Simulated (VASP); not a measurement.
Sc6FeTe2, 9 atoms in the cell. The structure is hexagonal, space group P-62m (No. 189). Conventional cell: a = 7.617 Å, b = 7.617 Å, c = 3.734 Å, α = 90.00°, β = 90.00°, γ = 120.00°. Sc (site symmetry m2m) has 2 Fe at 2.58 Å and 2 Te at 2.99 Å and 8 Sc at 3.08 to 3.45 Å within 3.5 Å. Within 3.9 Å of Sc (site symmetry m2m) lie 1 Fe at 2.94 Å and 4 Te at 3.01 Å and 8 Sc at 3.17 to 3.73 Å. Fe (site symmetry -62m) has 9 Sc at 2.58 to 2.94 Å within 3.4 Å. Within 3.9 Å of Te (site symmetry -6) lie 9 Sc at 2.99 to 3.01 Å and 2 Te at 3.73 Å. 

| Item | Value |
| --- | --- |
| Program | VASP 6.6.1 |
| Task | single point |
| Functional | PBEsol |
| Potentials or basis | VASP PAW PBE potentials, release 64 (Sc_sv, Fe, Te) |
| Cutoff | 520 eV |
| k mesh | 6 × 6 × 10 |
| Occupations | gaussian, width 0.1 eV |
| Spin | no spin polarisation |
| Dipole correction | no |
| Further INCAR settings | ALGO = Fast; EDIFF = 1e-06; NBANDS = 53 |

Potentials or basis: VASP PAW PBE potentials, release 64 (Sc_sv, Fe, Te).

The run is started by

```sh
$ cat potpaw_PBE.64/Sc_sv/POTCAR potpaw_PBE.64/Fe/POTCAR potpaw_PBE.64/Te/POTCAR > POTCAR
$ mpirun -np 1 vasp_std > vasp.out
```

Hardware: 1 thread of Intel Xeon 8259CL, on a shared host.

**Question.** Estimate the wall time of this run.

**Answer.** Run time: 26 min on 1 thread of Intel Xeon 8259CL, on a shared host, peak memory 0.54 GiB. Counts: scf iterations 20, k points 42.
